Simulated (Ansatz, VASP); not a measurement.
**Cd2S in VASP and in Ansatz**

```
Cd S
1.0
     5.89913    0.00000    0.00000
     0.00000    5.89913    0.00000
     0.00000    0.00000    5.89913
Cd S
4 2
Direct
  0.25000 0.25000 0.25000
  0.25000 0.75000 0.75000
  0.75000 0.75000 0.25000
  0.75000 0.25000 0.75000
  0.00000 0.00000 0.00000
  0.50000 0.50000 0.50000
```

Change from the starting cell: species swapped into the Au2S type (Pn-3m, No. 224).

Alike in both runs: functional PBE; k mesh 4 × 4 × 4; occupations gaussian, width 0.1 eV; no spin polarisation.

Ansatz relaxed the structure, and its values are those at the end. VASP's run is a single point on that final structure, the one shown.

```csv
,VASP,Ansatz
version,VASP 6.6.1,Ansatz 0.2.0
potentials or method,"VASP PAW PBE potentials, release 64 (Cd, S), cutoff 520 eV","scalar-relativistic, plane waves, PAW"
valence electrons in the cell,60,92
```

VASP gave:

```
gap on the k mesh at the Fermi level (eV) : none
pressure (GPa)                            : 0.4
```

Q: Estimate Ansatz's values.

A: gap on the k mesh at the Fermi level (eV): none; pressure (GPa): 0.2.

A gap of «none» marks a metal or a gap that the smearing closes. VASP's potentials hold 60 valence electrons a cell and Ansatz's 92, so a difference there can come from the potentials and not from the codes.
